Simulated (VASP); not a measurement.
# Al2Pt (Fm-3m) in VASP: notebook, part 2 of 2

VASP 6.6.1. Earlier steps stand in the parts before.

## 5. Relaxation of cell and atoms, PBEsol, target pressure 5 GPa, at which the enthalpy is minimised

This run uses another cell than the first one, of 17.20 Å³/atom, 1.041 times its volume.

Contents of INCAR:

```
SYSTEM = Al2Pt
PREC = Accurate
ENCUT = 600
EDIFF = 1E-6
ISMEAR = -1
SIGMA = 0.05
LREAL = .FALSE.
LASPH = .TRUE.
NELM = 60
ALGO = Normal
ISIF = 3
LWAVE = .FALSE.
LCHARG = .FALSE.
GGA = PS
IBRION = 2
NSW = 80
EDIFFG = -0.01
PSTRESS = 50.0
```

Contents of KPOINTS:

```
Automatic mesh
0
G
  8 8 8
  0 0 0
```

Contents of POSCAR:

```
Al2Pt
1.0
    0.0000000000      2.9550000000      2.9550000000
    2.9550000000      0.0000000000      2.9550000000
    2.9550000000      2.9550000000      0.0000000000
Pt Al
1 2
Direct
    0.0000000000      0.0000000000      0.0000000000
    0.7500000000      0.7500000000      0.7500000000
    0.2500000000      0.2500000000      0.2500000000
```

Potentials or basis: VASP PAW PBE potentials, release 64 (Pt, Al).

Started as:

```bash
$ cat potpaw_PBE.64/Pt/POTCAR potpaw_PBE.64/Al/POTCAR > POTCAR
$ mpirun -np 1 vasp_std > vasp.out
```

OUTCAR:

```text
SYSTEM = Al2Pt
   PREC = Accurate
   ENCUT = 600
   EDIFF = 1E-6
   ISMEAR = -1
   LREAL = .FALSE.
   LASPH = .TRUE.
   NELM = 60
   ISIF = 3
   GGA = PS
   IBRION = 2
   NSW = 80
   EDIFFG = -0.01
   PSTRESS = 50.0

 ion  position               nearest neighbor table
   1  0.000  0.000  0.000-   2 2.56   2 2.56   2 2.56   2 2.56   3 2.56   3 2.56   3 2.56   3 2.56

   2  0.750  0.750  0.750-   1 2.56   1 2.56   1 2.56   1 2.56   3 2.96   3 2.96   3 2.96   3 2.96
                             3 2.96   3 2.96
   3  0.250  0.250  0.250-   1 2.56   1 2.56   1 2.56   1 2.56   2 2.96   2 2.96   2 2.96   2 2.96
                             2 2.96   2 2.96

  LATTYP: Found a face centered cubic cell.
 ALAT       =     5.9100000000

  Lattice vectors:

 A1 = (   0.0000000000,   2.9550000000,   2.9550000000)
 A2 = (   2.9550000000,   0.0000000000,   2.9550000000)
 A3 = (   2.9550000000,   2.9550000000,   0.0000000000)

Analysis of symmetry for initial positions (statically):
=====================================================================
 Subroutine PRICEL returns:
 Original cell was already a primitive cell.

 Routine SETGRP: Setting up the symmetry group for a
 face centered cubic supercell.

 Subroutine GETGRP returns: Found 48 space group operations
[... 176 lines left out ...]
  Total       -0.2982390     -0.2982390     -0.2982390     -0.0000000     -0.0000000      0.0000000
  in kB       -9.2591806     -9.2591806     -9.2591806     -0.0000000     -0.0000000      0.0000000
  external PRESSURE =     -59.2591806 kB  Pullay stress =      50.0000000 kB
[... 65 lines left out ...]
--------------------------------------- Ionic step        3  -------------------------------------------

 number of electron      15.9999999 magnetization

 Free energy of the ion-electron system (eV)
  ---------------------------------------------------
  ext. energy  EPLUGINS =         0.00000000
  ---------------------------------------------------
  free energy    TOTEN  =       -17.73131111 eV

  energy without entropy =      -17.71936605  energy(sigma->0) =      -17.72533858

 E-fermi :   8.2410     XC(G=0): -10.9883

 val. band max:        8.1811094992   @ k =   0.3750   0.2500   0.0000
 cond. band min:       8.2736892508   @ k =  -0.3750   0.1250   0.0000
 fundamental gap:      0.0925797515
 Fermi energy:         8.2410234988

 k-point     1 :       0.0000    0.0000    0.0000
  band No.  band energies     occupation
      1      -2.2540      2.00000
      2       2.9983      2.00000
      3       2.9983      2.00000
      4       2.9983      2.00000
      5       4.4014      2.00000
      6       4.4014      2.00000
      7      11.5630      0.00000
      8      12.0922      0.00000
      9      12.0922      0.00000
     10      12.0922      0.00000
     11      13.9263      0.00000
     12      13.9263      0.00000
[... 331 lines left out ...]
 k-point    24 :      -0.3750    0.2500    0.1250
  band No.  band energies     occupation
      1       0.7542      2.00000
      2       2.0244      2.00000
      3       3.1456      2.00000
      4       3.6744      2.00000
      5       3.9609      2.00000
      6       4.6229      2.00000
      7       4.9110      2.00000
      8       7.2859      2.00000
      9       8.3885      0.09952
     10      12.2101      0.00000
     11      13.6793      0.00000
     12      15.2693      0.00000

 [... further k-points ...]
[... 5 lines left out ...]
  --------------------------------------------------------------------------------------
  -------------------------------------------------------------------------------------
  Total        1.5283874      1.5283874      1.5283874      0.0000000      0.0000000     -0.0000000
  in kB       49.3834884     49.3834884     49.3834884      0.0000000      0.0000000     -0.0000000
  external PRESSURE =      -0.6165116 kB  Pullay stress =      50.0000000 kB
[... 22 lines left out ...]
  energy  without entropy=      -17.7193660521  energy(sigma->0) =      -17.72533858

  enthalpy is  TOTEN    =       -16.1838431003 eV   P V=        1.5474680117

 reached required accuracy - stopping structural energy minimisation
```

Wall time 94 s (1 thread of Intel Xeon 8259CL, shared host); peak memory 0.22 GiB.

Results:

| Item | Value |
| --- | --- |
| Free energy | -17.7313 eV |
| Relaxed volume | 16.53 Å³/atom |
| Relaxed cell | a = 4.124 Å, b = 4.124 Å, c = 4.124 Å, α = 60.00°, β = 60.00°, γ = 60.00° |
| Space group after relaxing (to 0.05 Å) | Fm-3m (No. 225) |
| Energy change on relaxing (the enthalpy is what falls) | +7.9 meV/atom |
| Ionic steps | 3 |
| Pressure after relaxing | 4.9 GPa |
| Band gap on the k mesh | zero (band 8 reaches 12.09 eV, above the bottom of band 9 at 6.59 eV) |

The path:
| step | energy change (eV) | largest force (eV/Å) | pressure (GPa) | volume (Å³) |
| --- | --- | --- | --- | --- |
| 1 | 0.0000 | 0.0000 | -0.93 | 51.61 |
| 2 | 0.1778 | 0.0000 | 14.63 | 47.00 |
| 3 | 0.0237 | 0.0000 | 4.94 | 49.59 |

Final structure:
```
Pt Al
1.0
     0.00000    2.91593    2.91593
     2.91593    0.00000    2.91593
     2.91593    2.91593    0.00000
Pt Al
1 2
Direct
  0.00000 0.00000 0.00000
  0.75000 0.75000 0.75000
  0.25000 0.25000 0.25000
```

Levels at points of the mesh, in eV from the Fermi level:
```csv
k point,band 5,band 6,band 7,band 8,band 9,band 10,band 11,band 12
"(0.00, 0.00, 0.00)",-3.84,-3.84,3.32,3.85,3.85,3.85,5.69,5.69
"(0.50, 0.00, 0.00)",-3.82,-3.60,-3.60,1.05,1.05,3.84,5.36,5.36
"(0.50, 0.50, 0.00)",-3.91,-3.53,-3.30,-1.65,-1.65,3.41,3.47,8.13
```

Caveat: the cell is relaxed towards a set pressure, so the enthalpy falls and the energy may rise; the PAW data sets were made with another functional, which shifts forces and pressure a little; spin-orbit coupling is left out, which moves the levels of the heavy elements.

## 6. Relaxation of cell and atoms, PBEsol, target pressure 10 GPa, at which the enthalpy is minimised

This run uses another cell than the first one, of 17.20 Å³/atom, 1.041 times its volume.

Contents of INCAR:

```
PREC     = Accurate       # precision mode
ENCUT    = 600            # plane-wave cutoff, eV
EDIFF    = 1E-6           # SCF threshold, eV
ISMEAR   = -1             # smearing method
SIGMA    = 0.05           # smearing width, eV
LREAL    = False          # projectors in reciprocal space
LASPH    = True           # aspherical terms in the spheres
NELM     = 80             # most SCF steps
ALGO     = Normal         # electronic algorithm
ISIF     = 3              # what is computed and relaxed
LWAVE    = False          # write WAVECAR
LCHARG   = False          # write CHGCAR
GGA      = PS             # functional
IBRION   = 2              # ionic algorithm
NSW      = 80             # ionic steps
EDIFFG   = -0.01          # ionic threshold
PSTRESS  = 100.0
```

Contents of KPOINTS:

```
Automatic mesh
0
Gamma
  8 8 8
```

POSCAR is that of step 5.

Potentials or basis: VASP PAW PBE potentials, release 64 (Pt, Al).

Started as:

```bash
$ cat potpaw_PBE.64/Pt/POTCAR potpaw_PBE.64/Al/POTCAR > POTCAR
$ mpirun -np 1 vasp_std > vasp.out
```

Run time: 1.9 min. Hardware: 1 thread of Intel Xeon 8259CL, shared host; peak memory 0.22 GiB.

Results (log left out):

- Free energy: -17.6651 eV
- Relaxed volume: 16.05 Å³/atom
- Relaxed cell: a = 4.084 Å, b = 4.084 Å, c = 4.084 Å, α = 60.00°, β = 60.00°, γ = 60.00°
- Space group after relaxing (to 0.05 Å): Fm-3m (No. 225)
- Energy change on relaxing (the enthalpy is what falls): +30.0 meV/atom
- Ionic steps: 4
- Pressure after relaxing: 10.0 GPa
- Band gap on the k mesh: zero (band 8 reaches 12.48 eV, above the bottom of band 9 at 6.89 eV)

The path:
```tsv
step	energy change (eV)	largest force (eV/Å)	pressure (GPa)	volume (Å³)
1	0.0000	0.0000	-0.93	51.61
2	0.7162	0.0000	33.74	43.33
3	0.0848	0.0000	9.64	48.23
4	0.0899	0.0000	9.98	48.15
```

Final structure:
```yaml
crystal:
  lattice:
    - [0.00000, 2.88750, 2.88750]
    - [2.88750, 0.00000, 2.88750]
    - [2.88750, 2.88750, 0.00000]
  atoms:
    - { symbol: Pt, position: [0.00000, 0.00000, 0.00000] }
    - { symbol: Al, position: [0.75000, 0.75000, 0.75000] }
    - { symbol: Al, position: [0.25000, 0.25000, 0.25000] }
```

Levels at points of the mesh, in eV from the Fermi level:
| k point | band 5 | band 6 | band 7 | band 8 | band 9 | band 10 | band 11 | band 12 |
| --- | --- | --- | --- | --- | --- | --- | --- | --- |
| (0.00, 0.00, 0.00) | -3.98 | -3.98 | 3.55 | 3.86 | 3.86 | 3.86 | 5.85 | 5.85 |
| (0.50, 0.00, 0.00) | -3.93 | -3.72 | -3.72 | 1.04 | 1.04 | 3.89 | 5.48 | 5.48 |
| (0.50, 0.50, 0.00) | -4.04 | -3.63 | -3.41 | -1.72 | -1.72 | 3.45 | 3.68 | 8.13 |

Caveat: the cell is relaxed towards a set pressure, so the enthalpy falls and the energy may rise; the PAW data sets were made with another functional, which shifts forces and pressure a little; spin-orbit coupling is left out, which moves the levels of the heavy elements.

## 7. The runs side by side

```csv
task,cell,cutoff (eV),gap on the mesh (eV),pressure (GPa)
single point,"a = 4.123 Å, angles 60.0°, 3 atoms",520,none,5.0
single point,"a = 4.170 Å, angles 60.0°, 3 atoms",520,none,-0.1
relaxation of cell and atoms,"relaxed from a = 4.179 Å, angles 60.0°, 3 atoms",600,none,0.0
relaxation of cell and atoms,"relaxed to 5 GPa from a = 4.179 Å, angles 60.0°, 3 atoms",600,none,4.9
relaxation of cell and atoms,"relaxed to 10 GPa from a = 4.179 Å, angles 60.0°, 3 atoms",600,none,10.0
```

Alike in all rows: level PBEsol; potentials or basis VASP PAW PBE potentials, release 64 (Pt, Al); no spin polarisation; k mesh 8 × 8 × 8; smearing fermi-dirac 0.05 eV.

Caveats: the PAW data sets were made with another functional, which shifts forces and pressure a little; spin-orbit coupling is left out, which moves the levels of the heavy elements; the cell is relaxed towards a set pressure, so the enthalpy falls and the energy may rise (some runs).

Total energies depend on the potentials used, so only differences within one code and one set of settings carry meaning.
